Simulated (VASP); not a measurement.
A run of VASP 6.6.1 is set up as follows.

POSCAR

```
MgS
1.0
    0.0000000000      2.8923068663      2.7412250929
    2.8923068663      0.0000000000      2.7412250929
    2.8923068663      2.8923068663      0.0000000000
Mg S
1 1
Direct
    0.0000000000      0.0000000000      0.0000000000
    0.2500000000      0.2500000000      0.2500000000
```

The input INCAR.step1:

```
ALGO = Normal ; EDIFF = 1E-4
ENCUT = 520 ; GGA = PE
ISMEAR = 0 ; LASPH = True
LCHARG = False ; LREAL = False
LWAVE = True ; NBANDS = 11
NELM = 100 ; PREC = Accurate
SIGMA = 0.01
```

INCAR.step2

```
ALGO = Normal ; EDIFF = 1E-6
ENCUT = 520 ; ISIF = 2
ISMEAR = 0 ; ISTART = 1
LASPH = True ; LCHARG = False
LMIXTAU = True ; LREAL = False
LWAVE = False ; METAGGA = R2SCAN
NBANDS = 11 ; NELM = 100
PREC = Accurate ; SIGMA = 0.01
```

Contents of KPOINTS:

```
k-points
0
Gamma
  8 8 8
```

Potentials or basis: VASP PAW PBE potentials, release 64 (Mg, S).

Command:

```bash
$ cat potpaw_PBE.64/Mg/POTCAR potpaw_PBE.64/S/POTCAR > POTCAR
$ cp INCAR.step1 INCAR
$ mpirun -np 1 vasp_std > vasp.out
$ cp INCAR.step2 INCAR
$ mpirun -np 1 vasp_std > vasp.out
```

Q: Estimate the band gap on the k mesh.

A: 3.97 eV.

Q: What does it give for the pressure?

A: -1.0 GPa.

Stress tensor (GPa, compression positive):
```
-1.35  0.00  0.00
 0.00 -1.35  0.00
 0.00  0.00 -0.26
```

Caveat: the cell differs from its parent crystal (epitaxial xy strain +2.2%); the PAW data sets were made with another functional, which shifts forces and pressure a little. A k mesh can miss the band edges.
